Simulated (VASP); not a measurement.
# W (Fm-3m) in VASP: a series of runs

The runs below take W through single point, with r2SCAN.

All numbers are computed with VASP 6.6.1; they aren't measurements. Logs are shortened: lines on timing, memory, paths and dates and some standing lists are left out, and cuts for length are marked.

### 1 The cell of the first run

Symmetry: Fm-3m, No. 225, cubic system. Conventional cell: a = 3.991 Å, b = 3.991 Å, c = 3.991 Å, α = 90.00°, β = 90.00°, γ = 90.00°. W (site symmetry m-3m) has 12 W at 2.82 Å within 3.7 Å.

### 2 Single point, r2SCAN

POSCAR

```
W
1.0
    0.0000000000      1.9955865722      1.9955865722
    1.9955865722      0.0000000000      1.9955865722
    1.9955865722      1.9955865722      0.0000000000
W
1
Direct
    0.0000000000      0.0000000000      0.0000000000
```

INCAR.step1

```
SYSTEM = W
ALGO = Normal
EDIFF = 1E-4
ENCUT = 520
GGA = PE
ISMEAR = 1
LASPH = .True.
LCHARG = .False.
LREAL = .False.
LWAVE = .True.
NBANDS = 13
NELM = 100
PREC = Accurate
SIGMA = 0.1
```

INCAR.step2

```
SYSTEM = W
ALGO = Normal
EDIFF = 1E-7
ENCUT = 520
ISIF = 2
ISMEAR = 1
ISTART = 1
LASPH = .True.
LCHARG = .False.
LMIXTAU = .True.
LREAL = .False.
LWAVE = .False.
METAGGA = R2SCAN
NBANDS = 13
NELM = 100
PREC = Accurate
SIGMA = 0.1
```

KPOINTS

```
k-points
0
Gamma
  10 10 10
  0 0 0
```

Potentials or basis: VASP PAW PBE potentials, release 64 (W_sv).

Launch:

```
$ cat potpaw_PBE.64/W_sv/POTCAR > POTCAR
$ cp INCAR.step1 INCAR
$ mpirun -np 1 vasp_std > vasp.out
$ cp INCAR.step2 INCAR
$ mpirun -np 1 vasp_std > vasp.out
```

OUTCAR:

```text
SYSTEM = W
   EDIFF = 1E-7
   ENCUT = 520
   ISIF = 2
   ISMEAR = 1
   ISTART = 1
   LASPH = .True.
   LREAL = .False.
   METAGGA = R2SCAN
   NELM = 100
   PREC = Accurate

 ion  position               nearest neighbor table
   1  0.000  0.000  0.000-

  LATTYP: Found a face centered cubic cell.
 ALAT       =     3.9911731444

  Lattice vectors:

 A1 = (   0.0000000000,   1.9955865722,   1.9955865722)
 A2 = (   1.9955865722,   0.0000000000,   1.9955865722)
 A3 = (   1.9955865722,   1.9955865722,   0.0000000000)

Analysis of symmetry for initial positions (statically):
=====================================================================
 Subroutine PRICEL returns:
 Original cell was already a primitive cell.

 Routine SETGRP: Setting up the symmetry group for a
 face centered cubic supercell.

 Subroutine GETGRP returns: Found 48 space group operations
 (whereof 48 operations were pure point group operations)
 out of a pool of 48 trial point group operations.

The static configuration has the point symmetry O_h .

Analysis of symmetry for dynamics (positions and initial velocities):
=====================================================================
 Subroutine PRICEL returns:
 Original cell was already a primitive cell.

 Routine SETGRP: Setting up the symmetry group for a
 face centered cubic supercell.

 Subroutine GETGRP returns: Found 48 space group operations
 (whereof 48 operations were pure point group operations)
 out of a pool of 48 trial point group operations.

The dynamic configuration has the point symmetry O_h .

 Subroutine INISYM returns: Found 48 space group operations
 (whereof 48 operations are pure point group operations),
 and found     1 'primitive' translations

----------------------------------------------------------------------------------------

                                     Primitive cell

  volume of cell :      15.8943

  direct lattice vectors                    reciprocal lattice vectors
     0.000000000  1.995586572  1.995586572    -0.250552899  0.250552899  0.250552899
     1.995586572  0.000000000  1.995586572     0.250552899 -0.250552899  0.250552899
     1.995586572  1.995586572  0.000000000     0.250552899  0.250552899 -0.250552899

  length of vectors
     2.822185595  2.822185595  2.822185595     0.433970350  0.433970350  0.433970350

  position of ions in fractional coordinates (direct lattice)
     0.000000000  0.000000000  0.000000000

  ion indices of the primitive-cell ions
   primitive index   ion index
                 1           1

----------------------------------------------------------------------------------------

 KPOINTS: k-points

Automatic generation of k-mesh.
 Grid dimensions read from file:
 generate k-points for:   10   10   10

 Generating k-lattice:

  Cartesian coordinates                     Fractional coordinates (reciprocal lattice)
    -0.025055290  0.025055290  0.025055290     0.100000000  0.000000000  0.000000000
     0.025055290 -0.025055290  0.025055290     0.000000000  0.100000000  0.000000000
     0.025055290  0.025055290 -0.025055290     0.000000000  0.000000000  0.100000000

  Length of vectors
     0.043397035  0.043397035  0.043397035

  Shift w.r.t. Gamma in fractional coordinates (k-lattice)
     0.000000000  0.000000000  0.000000000

 Subroutine IBZKPT returns following result:
 ===========================================

 Found     47 irreducible k-points:

 Following reciprocal coordinates:
            Coordinates               Weight
  0.000000  0.000000  0.000000      1.000000
  0.100000  0.000000  0.000000      8.000000
  0.200000  0.000000  0.000000      8.000000
  0.300000  0.000000  0.000000      8.000000
  0.400000  0.000000  0.000000      8.000000
  0.500000  0.000000  0.000000      4.000000
[... 16 lines left out ...]
  0.300000  0.300000  0.000000      6.000000
  0.400000  0.300000  0.000000     24.000000
 [... further k-points ...]
   k-points           NKPTS =     47   k-points in BZ     NKDIM =     47   number of bands    NBANDS=     13
   number of dos      NEDOS =    301   number of ions     NIONS =      1
   total plane-waves  NPLWV =  13824
   dimension x,y,z NGX =    24 NGY =   24 NGZ =   24
   dimension x,y,z NGXF=    48 NGYF=   48 NGZF=   48
   ions per type =               1
   NGX,Y,Z   is equivalent  to a cutoff of  14.14, 14.14, 14.14 a.u.
   NGXF,Y,Z  is equivalent  to a cutoff of  28.28, 28.28, 28.28 a.u.
 SYSTEM =  W
   PREC   = accura    normal or accurate (medium, high low for compatibility)
   ISTART =      1    job   : 0-new  1-cont  2-samecut
   ICHARG =      0    charge: 1-file 2-atom 10-const
   ISPIN  =      1    spin polarized calculation?
   LNONCOLLINEAR =      F non collinear calculations
   LSORBIT =      F    spin-orbit coupling
   LASPH  =      T    aspherical Exc in radial PAW
   ENCUT  =  520.0 eV  38.22 Ry    6.18 a.u.   5.25  5.25  5.25*2*pi/ulx,y,z
   NELM   =    100;   NELMIN=  2; NELMDL=  0     # of ELM steps
   EDIFF  = 0.1E-06   stopping-criterion for ELM
   LREAL  =      F    real-space projection
   EDIFFG = 0.1E-05   stopping-criterion for IOM
   NSW    =      0    number of steps for IOM
   IBRION =     -1    ionic relax: 0-MD 1-quasi-New 2-CG
   NFREE  =      0    steps in history (QN), initial steepest desc. (CG)
   ISIF   =      2    stress and relaxation
   ISYM   =      2    0-nonsym 1-usesym 2-fastsym
   POTIM  = 0.5000    time-step for ionic-motion
   TEBEG  =    0.0;   TEEND  =   0.0 temperature during run
   PSTRESS=    0.0 pullay stress
   NELECT =      14.0000    total number of electrons
   NUPDOWN=      -1.0000    fix difference up-down
   EMIN   =  10.00;   EMAX   =-10.00  energy-range for DOS
   EFERMI =   0.00;   METHOD = LEGACY
   ISMEAR =     1;   SIGMA  =   0.10  broadening in eV -4-tet -1-fermi 0-gaus
   EFERMI_NEDOS =   21; number of points for ismear=-14 and -15
   IALGO  =     38    algorithm
   IMIX   =      4    mixing-type and parameters
     AMIX     =   0.40;   BMIX     =  1.00
     AMIX_MAG =   1.60;   BMIX_MAG =  1.00
  volume/ion in A,a.u.               =      15.89       107.26
  Fermi-wavevector in a.u.,A,eV,Ry     =   1.569291  2.965531 33.506736  2.462676
  Thomas-Fermi vector in A             =   2.671196
   LORBIT       =      0    0 simple, 1 ext, 2 COOP (PROOUT), +10 PAW based schemes
   METAGGA = R2SCAN    functional components
   LHFCALC =     F    Hartree Fock is set to
   AEXX    =    0.0000 exact exchange contribution
   IVDW    =     0    specifies the selected vdW correction
   LEPSILON=     F    determine dielectric tensor
   LRPA    =     F    only Hartree local field effects (RPA)
 non-spin polarized calculation
 Methfessel and Paxton  Order N= 1 SIGMA  =   0.10
  energy-cutoff  :      520.00
  volume of cell :       15.89
 maximum number of plane-waves:       444
 NGX is ok and might be reduce to    24
   NGX = 11   NGY = 11   NGZ = 11

 number of electron      14.0000000 magnetization

 Free energy of the ion-electron system (eV)
  ---------------------------------------------------
  ext. energy  EPLUGINS =         0.00000000
  ---------------------------------------------------
  free energy    TOTEN  =       -50.77996855 eV

  energy without entropy =      -50.77880624  energy(sigma->0) =      -50.77958111

 E-fermi :  10.7224     XC(G=0): -14.9361

 val. band max:       10.6900081314   @ k =  -0.3000   0.1000   0.0000
 cond. band min:      10.7534830121   @ k =   0.5000   0.1000   0.0000
 fundamental gap:      0.0634748807
 Fermi energy:        10.7224216642

 k-point     1 :       0.0000    0.0000    0.0000
  band No.  band energies     occupation
      1     -64.7758      2.00000
      2     -27.6643      2.00000
      3     -27.6643      2.00000
      4     -27.6643      2.00000
      5       1.1340      2.00000
      6      10.1529      2.00000
      7      10.1529      2.00000
      8      10.1529      2.00000
      9      13.6857      0.00000
     10      13.6857      0.00000
     11      24.1829      0.00000
     12      30.0222      0.00000
     13      30.0222      0.00000

 k-point     2 :       0.1000    0.0000    0.0000
  band No.  band energies     occupation
      1     -64.7627      2.00000
      2     -27.8036      2.00000
      3     -27.6818      2.00000
      4     -27.6818      2.00000
      5       1.6027      2.00000
      6       9.7949      2.00000
      7      10.3626      2.00000
      8      10.3627      2.00000
      9      13.4998      0.00000
     10      13.4998      0.00000
     11      25.1029      0.00000
     12      28.3099      0.00000
     13      30.8980      0.00000

 k-point     3 :       0.2000    0.0000    0.0000
  band No.  band energies     occupation
      1     -64.7282      2.00000
      2     -28.1578      2.00000
      3     -27.7271      2.00000
      4     -27.7271      2.00000
      5       2.8203      2.00000
      6       9.1608      2.00000
      7      10.6839      1.60150
      8      10.6839      1.60149
      9      13.4212      0.00000
     10      13.4212      0.00000
     11      25.5000      0.00000
     12      27.8203      0.00000
     13      33.2711      0.00000
[... 305 lines left out ...]
 k-point    23 :       0.3000    0.3000    0.0000
  band No.  band energies     occupation
      1     -64.6555      2.00000
      2     -28.5317      2.00000
      3     -27.9862      2.00000
      4     -27.9862      2.00000
      5       4.9543      2.00000
      6       6.9435      2.00000
      7      10.6610      1.85265
      8      13.4325      0.00000
      9      13.4325      0.00000
     10      15.2822      0.00000
     11      28.9023      0.00000
     12      28.9023      0.00000
     13      29.6570      0.00000

 k-point    24 :       0.4000    0.3000    0.0000
  band No.  band energies     occupation
      1     -64.6279      2.00000
      2     -28.7055      2.00000
      3     -28.0849      2.00000
      4     -28.0400      2.00000
      5       5.4021      2.00000
      6       6.6539      2.00000
      7      10.6629      1.83574
      8      13.7615      0.00000
      9      15.2955      0.00000
     10      16.1292      0.00000
     11      25.5662      0.00000
     12      27.4676      0.00000
     13      29.0985      0.00000

 [... further k-points ...]
[... 5 lines left out ...]
  --------------------------------------------------------------------------------------
  -------------------------------------------------------------------------------------
  Total        0.7543667      0.7543667      0.7543667     -0.0000000      0.0000000      0.0000000
  in kB       76.0416266     76.0416266     76.0416266     -0.0000000      0.0000000      0.0000000
  external PRESSURE =      76.0416266 kB  Pullay stress =       0.0000000 kB

 VOLUME and BASIS-vectors are now :
 -----------------------------------------------------------------------------
  energy-cutoff  :      520.00
  volume of cell :       15.89
      direct lattice vectors                 reciprocal lattice vectors
     0.000000000  1.995586572  1.995586572    -0.250552899  0.250552899  0.250552899
     1.995586572  0.000000000  1.995586572     0.250552899 -0.250552899  0.250552899
     1.995586572  1.995586572  0.000000000     0.250552899  0.250552899 -0.250552899

 POSITION                                       TOTAL-FORCE (eV/Angst)
 -----------------------------------------------------------------------------------
      0.00000      0.00000      0.00000         0.000000     -0.000000     -0.000000
 -----------------------------------------------------------------------------------
    total drift:                               -0.000000      0.000000      0.000000

  FREE ENERGIE OF THE ION-ELECTRON SYSTEM (eV)
  ---------------------------------------------------
  free  energy   TOTEN  =       -50.7799685459 eV

  energy  without entropy=      -50.7788062417  energy(sigma->0) =      -50.77958111
```

Run time: 35 s. Hardware: 1 thread of AMD EPYC 9R45 (Zen 5), shared host; peak memory 0.11 GiB.

What came out:

* Free energy: -50.7800 eV
* Pressure: 7.6 GPa
* Band gap on the k mesh: zero (band 7 reaches 13.99 eV, above the bottom of band 8 at 10.15 eV)

Levels at points of the mesh, in eV from the Fermi level:
| k point | band 3 | band 4 | band 5 | band 6 | band 7 | band 8 | band 9 | band 10 | band 11 | band 12 |
| --- | --- | --- | --- | --- | --- | --- | --- | --- | --- | --- |
| (0.00, 0.00, 0.00) | -38.39 | -38.39 | -9.59 | -0.57 | -0.57 | -0.57 | 2.96 | 2.96 | 13.46 | 19.30 |
| (0.50, 0.00, 0.00) | -38.57 | -38.57 | -6.02 | -0.75 | -0.75 | 0.62 | 5.55 | 5.55 | 11.38 | 13.11 |
| (0.50, 0.50, 0.00) | -38.87 | -38.87 | -5.90 | -4.94 | 3.27 | 5.60 | 6.28 | 6.28 | 12.66 | 12.66 |

Caveat: the PAW data sets were made with another functional, which shifts forces and pressure a little; spin-orbit coupling is left out, which moves the levels of the heavy elements.

### 3 Single point, r2SCAN

This run uses another cell than the first one, of 16.40 Å³/atom, 1.032 times its volume.

POSCAR

```
W
1.0
    0.0000000000      2.0163754284      2.0163754284
    2.0163754284      0.0000000000      2.0163754284
    2.0163754284      2.0163754284      0.0000000000
W
1
Direct
    0.0000000000      0.0000000000      0.0000000000
```

INCAR.step1

```
SYSTEM = W
  PREC = Accurate
  ENCUT = 520
  ISMEAR = 1
  SIGMA = 0.1
  LREAL = .FALSE.
  LASPH = .TRUE.
  NELM = 100
  NBANDS = 13
  GGA = PE
  ALGO = Normal
  EDIFF = 1E-4
  LWAVE = .TRUE.
  LCHARG = .FALSE.
```

INCAR.step2

```
SYSTEM = W
  PREC = Accurate
  ENCUT = 520
  EDIFF = 1E-7
  ISMEAR = 1
  SIGMA = 0.1
  LREAL = .FALSE.
  LASPH = .TRUE.
  NELM = 100
  ALGO = Normal
  ISIF = 2
  LWAVE = .FALSE.
  LCHARG = .FALSE.
  METAGGA = R2SCAN
  LMIXTAU = .TRUE.
  NBANDS = 13
  ISTART = 1
```

KPOINTS

```
regular mesh
0
G
  10 10 10
  0 0 0
```

Potentials or basis: VASP PAW PBE potentials, release 64 (W_sv).

Launch:

```
$ cat potpaw_PBE.64/W_sv/POTCAR > POTCAR
$ cp INCAR.step1 INCAR
$ mpirun -np 1 vasp_std > vasp.out
$ cp INCAR.step2 INCAR
$ mpirun -np 1 vasp_std > vasp.out
```

Wall time 36 s (1 thread of AMD EPYC 9R45 (Zen 5), shared host); peak memory 0.12 GiB.

Results (log left out):

```
Free energy            : -50.7891 eV
Pressure               : -1.7 GPa
Band gap on the k mesh : zero (band 7 reaches 13.36 eV, above the bottom of band 8 at 9.76 eV)
```

Levels at points of the mesh, in eV from the Fermi level:
| k point | band 4 | band 5 | band 6 | band 7 | band 8 | band 9 | band 10 | band 11 |
| --- | --- | --- | --- | --- | --- | --- | --- | --- |
| (0.00, 0.00, 0.00) | -38.50 | -9.42 | -0.53 | -0.53 | -0.53 | 2.86 | 2.86 | 13.43 |
| (0.50, 0.00, 0.00) | -38.66 | -5.84 | -0.69 | -0.69 | 0.52 | 5.33 | 5.33 | 10.89 |
| (0.50, 0.50, 0.00) | -38.94 | -5.66 | -4.73 | 3.08 | 5.37 | 6.01 | 6.01 | 12.38 |

Caveat: the PAW data sets were made with another functional, which shifts forces and pressure a little; spin-orbit coupling is left out, which moves the levels of the heavy elements.

### 4 Single point, r2SCAN

This run uses another cell than the first one, of 16.90 Å³/atom, 1.063 times its volume.

POSCAR

```
W
1.0
    0.0000000000      2.0367442356      2.0367442356
    2.0367442356      0.0000000000      2.0367442356
    2.0367442356      2.0367442356      0.0000000000
W
1
Direct
    0.0000000000      0.0000000000      0.0000000000
```

INCAR.step1

```
  PREC = Accurate
  ENCUT = 520
  ISMEAR = 1
  SIGMA = 0.1
  LREAL = False
  LASPH = True
  NELM = 60
  NBANDS = 13
  GGA = PE
  ALGO = Normal
  EDIFF = 1E-4
  LWAVE = True
  LCHARG = False
```

INCAR.step2

```
  PREC = Accurate
  ENCUT = 520
  EDIFF = 1E-7
  ISMEAR = 1
  SIGMA = 0.1
  LREAL = False
  LASPH = True
  NELM = 60
  ALGO = Normal
  ISIF = 2
  LWAVE = False
  LCHARG = True
  METAGGA = R2SCAN
  LMIXTAU = True
  LELF = True
  LVHAR = True
  NBANDS = 13
  ISTART = 1
```

KPOINTS

```
regular mesh
0
Gamma
  10 10 10
```

Launch:

```
$ cat potpaw_PBE.64/W_sv/POTCAR > POTCAR
$ cp INCAR.step1 INCAR
$ mpirun -np 1 vasp_std > vasp.out
$ cp INCAR.step2 INCAR
$ mpirun -np 1 vasp_std > vasp.out
```

Run time: 36 s. Hardware: 1 thread of AMD EPYC 9R45 (Zen 5), shared host; peak memory 0.11 GiB.

The run converged. Its results:

* Free energy: -50.7707 eV
* Pressure: -10.0 GPa
* Band gap on the k mesh: zero (band 7 reaches 12.79 eV, above the bottom of band 8 at 9.38 eV)

Levels at points of the mesh, in eV from the Fermi level:
```tsv
k point	band 4	band 5	band 6	band 7	band 8	band 9	band 10	band 11
(0.00, 0.00, 0.00)	-38.61	-9.27	-0.50	-0.50	-0.50	2.75	2.75	13.38
(0.50, 0.00, 0.00)	-38.76	-5.68	-0.65	-0.65	0.42	5.10	5.10	10.42
(0.50, 0.50, 0.00)	-39.01	-5.45	-4.54	2.90	5.15	5.76	5.76	12.10
```

Caveat: the PAW data sets were made with another functional, which shifts forces and pressure a little; spin-orbit coupling is left out, which moves the levels of the heavy elements.

### 5 The runs side by side

| cell | gap on the mesh (eV) | pressure (GPa) |
| --- | --- | --- |
| a = 2.822 Å, angles 60.0°, 1 atom | none | 7.6 |
| a = 2.852 Å, angles 60.0°, 1 atom | none | -1.7 |
| a = 2.880 Å, angles 60.0°, 1 atom | none | -10.0 |

Alike in all rows: task single point; level r2SCAN; potentials or basis VASP PAW PBE potentials, release 64 (W_sv); no spin polarisation; k mesh 10 × 10 × 10; cutoff (eV) 520; smearing methfessel-paxton 0.1 eV.

Caveats: the PAW data sets were made with another functional, which shifts forces and pressure a little; spin-orbit coupling is left out, which moves the levels of the heavy elements.

Total energies depend on the potentials used, so only differences within one code and one set of settings carry meaning.
